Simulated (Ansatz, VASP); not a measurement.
Given: the input of a run of Ansatz 0.2.0 on TiCo.

File input.yaml:

```yaml
crystal:
  lattice:
    - [2.9660693728, 0.0, 0.0]
    - [0.0, 2.9660693728, 0.0]
    - [0.0, 0.0, 2.9660693728]
  atoms:
    - { symbol: Co, position: [0.5, 0.5, 0.5], spin: 2.0 }
    - { symbol: Ti, position: [0.0, 0.0, 0.0], spin: 1.0 }
hamiltonian:
  xc: r2scan
  pseudopotentials: { kind: paw }
magnetization:
  spin_polarized: true
kpoints:
  mp_grid: { grid: [9, 9, 9] }
scf:
  occupations: { method: fermi_dirac, width: 0.05 }
output:
  forces: true
  stress: true
  eigenvalues: true
```

Potentials or basis: Ansatz PAW.

The run is started by

```sh
$ ansatz run input.yaml --threads 2 --pin off --max-ram 5632MiB --backend cpu --events-out ev --progress --plain --runs-dir out
```

Translate it to VASP 6.6.1. Potentials there: VASP PAW PBE potentials, release 64 (Co, Ti_sv).

As run (the cutoff follows the program's own potentials):

The input POSCAR:

```
TiCo
1.0
    2.9660693728      0.0000000000      0.0000000000
    0.0000000000      2.9660693728      0.0000000000
    0.0000000000      0.0000000000      2.9660693728
Co Ti
1 1
Direct
    0.5000000000      0.5000000000      0.5000000000
    0.0000000000      0.0000000000      0.0000000000
```

The input INCAR.step1:

```
SYSTEM = TiCo
ALGO = Normal
EDIFF = 1E-4
ENCUT = 520
GGA = PE
ISMEAR = -1
ISPIN = 2
LASPH = .TRUE.
LCHARG = .FALSE.
LMAXMIX = 4
LREAL = .FALSE.
LWAVE = .TRUE.
MAGMOM = 2 1
NBANDS = 22
NELM = 150
PREC = Accurate
SIGMA = 0.05
```

INCAR.step2

```
SYSTEM = TiCo
ALGO = Normal
EDIFF = 1E-6
ENCUT = 520
ISIF = 2
ISMEAR = -1
ISPIN = 2
ISTART = 1
LASPH = .TRUE.
LCHARG = .FALSE.
LMAXMIX = 4
LMIXTAU = .TRUE.
LORBIT = 11
LREAL = .FALSE.
LWAVE = .FALSE.
MAGMOM = 2 1
METAGGA = R2SCAN
NBANDS = 22
NELM = 150
PREC = Accurate
SIGMA = 0.05
```

File KPOINTS:

```
k-points
0
G
  9 9 9
  0 0 0
```

Potentials or basis: VASP PAW PBE potentials, release 64 (Co, Ti_sv).

Launch:

```sh
$ cat potpaw_PBE.64/Co/POTCAR potpaw_PBE.64/Ti_sv/POTCAR > POTCAR
$ cp INCAR.step1 INCAR
$ mpirun -np 1 vasp_std > vasp.out
$ cp INCAR.step2 INCAR
$ mpirun -np 1 vasp_std > vasp.out
```

Both were run:

|  | VASP | Ansatz | Ansatz less VASP |
| --- | --- | --- | --- |
| gap on the k mesh at the Fermi level (eV) | none | none | - |
| pressure (GPa) | 4.0 | 3.7 | -0.31 |
| net moment per atom (μB) | 0.43 | 0.43 | 0.000 |
| size of the moment on the site where the two differ most (μB) | 1.32 | 1.35 | +0.029 |

VASP's potentials were made for PBE, not for r2SCAN. Site moments also hang on the region over which each program counts them. A gap of «none» marks a metal or a gap that the smearing closes. With one functional, cell and mesh, what is left measures potentials, basis and numerics. VASP's potentials hold 21 valence electrons a cell and Ansatz's 29, so a difference there can come from the potentials and not from the codes.

Noted on Ansatz's run: the magnetic or orbital state may not be the lowest.
